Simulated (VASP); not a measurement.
Wanted: the native input for a VASP 6.6.1 run.

| Item | Value |
| --- | --- |
| Task | single point |
| Functional | PBE |
| Dispersion | D3(BJ) |
| Potentials or basis | VASP PAW PBE potentials, release 64 (Ge_d) |
| Cutoff | 520 eV |
| k mesh | 12 × 12 × 1 |
| Occupations | gaussian, width 0.1 eV |
| Spin | no spin polarisation |
| Dipole correction | yes |
| Further INCAR settings | ALGO = Normal; EDIFF = 1e-07; NBANDS = 21 |

The structure of Ge lies in POSCAR:

```
Ge
1.0
    4.0950000000      0.0000000000      0.0000000000
   -2.0475000000      3.5463740285      0.0000000000
    0.0000000000      0.0000000000     28.0000000000
Ge
2
Direct
    0.3333333333      0.6666666667      0.5026250000
    0.6666666667      0.3333333333      0.4973750000
```

The input as run:

INCAR

```
PREC = Accurate
ENCUT = 520
EDIFF = 1E-7
ISMEAR = 0
SIGMA = 0.1
LREAL = F
LASPH = T
NELM = 100
ALGO = Normal
ISIF = 2
LWAVE = F
LCHARG = T
LDIPOL = T
IDIPOL = 3
DIPOL = 0.5 0.5 0.500
GGA = PE
IVDW = 12
LELF = T
LVHAR = T
LVACPOTAV = T
NBANDS = 21
```

KPOINTS

```
regular mesh
0
Gamma
  12 12 1
```

Potentials or basis: VASP PAW PBE potentials, release 64 (Ge_d).

Run with:

```bash
$ cat potpaw_PBE.64/Ge_d/POTCAR > POTCAR
$ mpirun -np 1 vasp_std > vasp.out
```

Results of the run:

| Quantity | Value |
| --- | --- |
| Largest force | 0.349 eV/Å |
| Band gap on the k mesh | zero (bands 14 and 15 overlap by 1.33 eV) |
| Dispersion energy per atom | -0.149 eV |
| Work function of the upper face | 4.63 eV |
| Work function of the lower face | 4.63 eV |

Run time: 4.9 min on 1 thread of Intel(R) Xeon(R) Platinum 8259CL CPU @ 2.50GHz (Skylake/Cascade Lake), with other jobs on the host, peak memory 0.53 GiB.
